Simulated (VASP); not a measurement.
# Al (Fm-3m) in VASP: elastic constants with PBE

Aim: the elastic constants of Al with PBE.

All numbers are computed with VASP 6.6.1; they aren't measurements. Logs are shortened: lines on timing, memory, paths and dates and some standing lists are left out, and cuts for length are marked.

## Step 1: The cell of the first run

The structure is cubic, space group Fm-3m (No. 225). The conventional cell has a = 4.040 Å, b = 4.040 Å, c = 4.040 Å, α = 90.00°, β = 90.00°, γ = 90.00°. Within 3.8 Å of Al (site symmetry m-3m) lie 12 Al at 2.86 Å.

## Step 2: Elastic constants, PBE

Contents of INCAR:

```
ALGO = Normal ; EDIFF = 1E-8
ENCUT = 600 ; GGA = PE
IBRION = 6 ; ISIF = 3
ISMEAR = 1 ; LASPH = T
LCHARG = T ; LREAL = F
LWAVE = F ; NBANDS = 8
NELM = 100 ; NFREE = 2
NSW = 1 ; POTIM = 0.015
PREC = Accurate ; SIGMA = 0.4
```

Contents of KPOINTS:

```
k-points
0
Gamma
  32 32 32
```

Contents of POSCAR:

```
Al
1.0
    0.0000000000      2.0202133688      2.0202133688
    2.0202133688      0.0000000000      2.0202133688
    2.0202133688      2.0202133688      0.0000000000
Al
1
Direct
    0.0000000000      0.0000000000      0.0000000000
```

Potentials or basis: VASP PAW PBE potentials, release 64 (Al).

Launch:

```sh
cat potpaw_PBE.64/Al/POTCAR > POTCAR
mpirun -np 1 vasp_std > vasp.out
```

OUTCAR:

```text
EDIFF = 1E-8
   ENCUT = 600
   GGA = PE
   IBRION = 6
   ISIF = 3
   ISMEAR = 1
   LASPH = T
   LREAL = F
   NELM = 100
   NFREE = 2
   NSW = 1
   POTIM = 0.015
   PREC = Accurate

 ion  position               nearest neighbor table
   1  0.000  0.000  0.000-

  LATTYP: Found a face centered cubic cell.
 ALAT       =     4.0404267376

  Lattice vectors:

 A1 = (   0.0000000000,   2.0202133688,   2.0202133688)
 A2 = (   2.0202133688,   0.0000000000,   2.0202133688)
 A3 = (   2.0202133688,   2.0202133688,   0.0000000000)

Analysis of symmetry for initial positions (statically):
=====================================================================
 Subroutine PRICEL returns:
 Original cell was already a primitive cell.

 Routine SETGRP: Setting up the symmetry group for a
 face centered cubic supercell.

 Subroutine GETGRP returns: Found 48 space group operations
 (whereof 48 operations were pure point group operations)
 out of a pool of 48 trial point group operations.

The static configuration has the point symmetry O_h .

Analysis of symmetry for dynamics (positions and initial velocities):
=====================================================================
 Subroutine PRICEL returns:
 Original cell was already a primitive cell.

 Routine SETGRP: Setting up the symmetry group for a
 face centered cubic supercell.

 Subroutine GETGRP returns: Found 48 space group operations
 (whereof 48 operations were pure point group operations)
 out of a pool of 48 trial point group operations.

The dynamic configuration has the point symmetry O_h .

 Subroutine INISYM returns: Found 48 space group operations
 (whereof 48 operations are pure point group operations),
 and found     1 'primitive' translations

----------------------------------------------------------------------------------------

                                     Primitive cell

  volume of cell :      16.4900

  direct lattice vectors                    reciprocal lattice vectors
     0.000000000  2.020213369  2.020213369    -0.247498610  0.247498610  0.247498610
     2.020213369  0.000000000  2.020213369     0.247498610 -0.247498610  0.247498610
     2.020213369  2.020213369  0.000000000     0.247498610  0.247498610 -0.247498610

  length of vectors
     2.857013145  2.857013145  2.857013145     0.428680167  0.428680167  0.428680167

  position of ions in fractional coordinates (direct lattice)
     0.000000000  0.000000000  0.000000000

  ion indices of the primitive-cell ions
   primitive index   ion index
                 1           1

----------------------------------------------------------------------------------------

 KPOINTS: k-points

Automatic generation of k-mesh.
 Grid dimensions read from file:
 generate k-points for:   32   32   32

 Generating k-lattice:

  Cartesian coordinates                     Fractional coordinates (reciprocal lattice)
    -0.007734332  0.007734332  0.007734332     0.031250000  0.000000000  0.000000000
     0.007734332 -0.007734332  0.007734332     0.000000000  0.031250000  0.000000000
[... 95 lines left out ...]
   NGX = 11   NGY = 11   NGZ = 11

--------------------------------------- Ionic step        1  -------------------------------------------

 number of electron       3.0000000 magnetization

 Free energy of the ion-electron system (eV)
  ---------------------------------------------------
  ext. energy  EPLUGINS =         0.00000000
  ---------------------------------------------------
  free energy    TOTEN  =        -3.74625200 eV

  energy without entropy =       -3.74640020  energy(sigma->0) =       -3.74630140

------------------------ aborting loop because EDIFF is reached ----------------------------------------

  FORCE on cell =-STRESS in cart. coord.  units (eV):
  Direction    XX          YY          ZZ          XY          YZ          ZX
  --------------------------------------------------------------------------------------
  -------------------------------------------------------------------------------------
  Total       -0.0045109     -0.0045109     -0.0045109      0.0000000     -0.0000000      0.0000000
  in kB       -0.4382758     -0.4382758     -0.4382758      0.0000000     -0.0000000      0.0000000
  external PRESSURE =      -0.4382758 kB  Pullay stress =       0.0000000 kB
[... 86 lines left out ...]
  FREE ENERGIE OF THE ION-ELECTRON SYSTEM (eV)
  ---------------------------------------------------
  free  energy   TOTEN  =        -3.7449519101 eV

  energy  without entropy=       -3.7450227036  energy(sigma->0) =       -3.74497551

[... ionic steps 4 to 12 ...]

--------------------------------------- Ionic step       13  -------------------------------------------

 number of electron       3.0000000 magnetization

------------------------ aborting loop because EDIFF is reached ----------------------------------------
[... 65 lines left out ...]
--------------------------------------- Ionic step       15  -------------------------------------------

 number of electron       3.0000000 magnetization

 Free energy of the ion-electron system (eV)
  ---------------------------------------------------
  ext. energy  EPLUGINS =         0.00000000
  ---------------------------------------------------
  free energy    TOTEN  =        -3.74625200 eV

  energy without entropy =       -3.74640021  energy(sigma->0) =       -3.74630140

 E-fermi :   8.0116     XC(G=0): -10.1989

 val. band max:        8.0096499571   @ k =  -0.2500   0.3125   0.1250
 cond. band min:       8.0250111214   @ k =  -0.4375   0.4063   0.0625
 fundamental gap:      0.0153611643
 Fermi energy:         8.0115539300

 k-point     1 :       0.0000    0.0000    0.0000
  band No.  band energies     occupation
      1      -3.1323      2.00000
      2      20.6288      0.00000
      3      20.6288      0.00000
      4      20.6288      0.00000
      5      22.1252      0.00000
      6      22.1252      0.00000
      7      22.1252      0.00000
      8      24.4764      0.00000
[... 243 lines left out ...]
 k-point    24 :       0.2188    0.0313    0.0000
  band No.  band energies     occupation
      1      -1.9330      2.00000
      2      13.0377     -0.00000
      3      18.4838      0.00000
      4      19.4515      0.00000
      5      22.6524      0.00000
      6      22.8791      0.00000
      7      24.1437      0.00000
      8      25.1086      0.00000

 [... further k-points ...]

------------------------ aborting loop because EDIFF is reached ----------------------------------------

  FORCE on cell =-STRESS in cart. coord.  units (eV):
  Direction    XX          YY          ZZ          XY          YZ          ZX
  --------------------------------------------------------------------------------------
  -------------------------------------------------------------------------------------
  Total       -0.0045108     -0.0045108     -0.0045108      0.0000000     -0.0000000      0.0000000
  in kB       -0.4382739     -0.4382739     -0.4382739      0.0000000     -0.0000000      0.0000000
  external PRESSURE =      -0.4382739 kB  Pullay stress =       0.0000000 kB
[... 16 lines left out ...]
  FREE ENERGIE OF THE ION-ELECTRON SYSTEM (eV)
  ---------------------------------------------------
  free  energy   TOTEN  =        -3.7462520029 eV

  energy  without entropy=       -3.7464002089  energy(sigma->0) =       -3.74630140

 INTERNAL STRAIN TENSORS FROM STRAINED CELLS
 ============================================

 INTERNAL STRAIN TENSOR FOR ION    1 for displacements in x,y,z  (eV/Angst):
          X           Y           Z          XY          YZ          ZX
  --------------------------------------------------------------------------------
  x    -0.00000    -0.00000     0.00000    -0.00000     0.00000     0.00000
  y     0.00000     0.00000     0.00000     0.00000     0.00000     0.00000
  z    -0.00000     0.00000    -0.00000     0.00000     0.00000     0.00000

 INTERNAL STRAIN TENSORS FROM DISPLACED ATOMS
 ============================================

 INTERNAL STRAIN TENSOR FOR ION    1 for displacements in x,y,z  (eV/Angst):
          X           Y           Z          XY          YZ          ZX
  --------------------------------------------------------------------------------
  x     0.00000     0.00000     0.00000     0.00000     0.00000     0.00000
  y     0.00000     0.00000     0.00000     0.00000     0.00000     0.00000
  z     0.00000     0.00000     0.00000     0.00000     0.00000     0.00000

 Eigenvectors and eigenvalues of the dynamical matrix
 ----------------------------------------------------

   1 f  =    0.000000 THz     0.000000 2PiTHz    0.000000 cm-1     0.000000 meV
             X         Y         Z           dx          dy          dz
      0.000000  0.000000  0.000000     0.980581   -0.196116    0.000000

   2 f  =    0.000000 THz     0.000000 2PiTHz    0.000000 cm-1     0.000000 meV
             X         Y         Z           dx          dy          dz
      0.000000  0.000000  0.000000     0.000000    0.000000    1.000000

   3 f  =    0.000000 THz     0.000000 2PiTHz    0.000000 cm-1     0.000000 meV
             X         Y         Z           dx          dy          dz
      0.000000  0.000000  0.000000    -0.196116   -0.980581    0.000000

--------------------------------------------------------------------------------------------------------

 ELASTIC MODULI CONTR FROM IONIC RELAXATION (kBar)
 Direction    XX          YY          ZZ          XY          YZ          ZX
 --------------------------------------------------------------------------------
 XX           0.0000      0.0000      0.0000      0.0000      0.0000      0.0000
 YY           0.0000      0.0000      0.0000      0.0000      0.0000      0.0000
 ZZ           0.0000      0.0000      0.0000      0.0000      0.0000      0.0000
 XY           0.0000      0.0000      0.0000      0.0000      0.0000      0.0000
 YZ           0.0000      0.0000      0.0000      0.0000      0.0000      0.0000
 ZX           0.0000      0.0000      0.0000      0.0000      0.0000      0.0000
 --------------------------------------------------------------------------------

 TOTAL ELASTIC MODULI (kBar)
 Direction    XX          YY          ZZ          XY          YZ          ZX
 --------------------------------------------------------------------------------
 XX        1135.5988    599.4218    599.4218     -0.0000      0.0000     -0.0000
 YY         599.4218   1135.5988    599.4218     -0.0000     -0.0000      0.0000
 ZZ         599.4218    599.4218   1135.5988     -0.0000      0.0000     -0.0000
 XY          -0.0000     -0.0000     -0.0000    345.2498      0.0000      0.0000
 YZ           0.0000     -0.0000      0.0000      0.0000    345.2498      0.0000
 ZX          -0.0000      0.0000     -0.0000      0.0000      0.0000    345.2498
 --------------------------------------------------------------------------------
```

Wall time 2.1 h (1 thread of Oxide Virtual Turin-like, shared host); peak memory 1.9 GiB.

Results:

```
Elastic constants C11, C12, C44 : 114, 60, 35 GPa
Voigt bulk modulus              : 78 GPa
```

Elastic tensor in Voigt notation (GPa, in the Cartesian axes of the cell as first typed):
```
114  60  60   0   0   0
 60 114  60   0   0   0
 60  60 114   0   0   0
  0   0   0  35   0   0
  0   0   0   0  35   0
  0   0   0   0   0  35
```

Clamped-ion elastic tensor (GPa):
```
114  60  60   0   0   0
 60 114  60   0   0   0
 60  60 114   0   0   0
  0   0   0  35   0   0
  0   0   0   0  35   0
  0   0   0   0   0  35
```
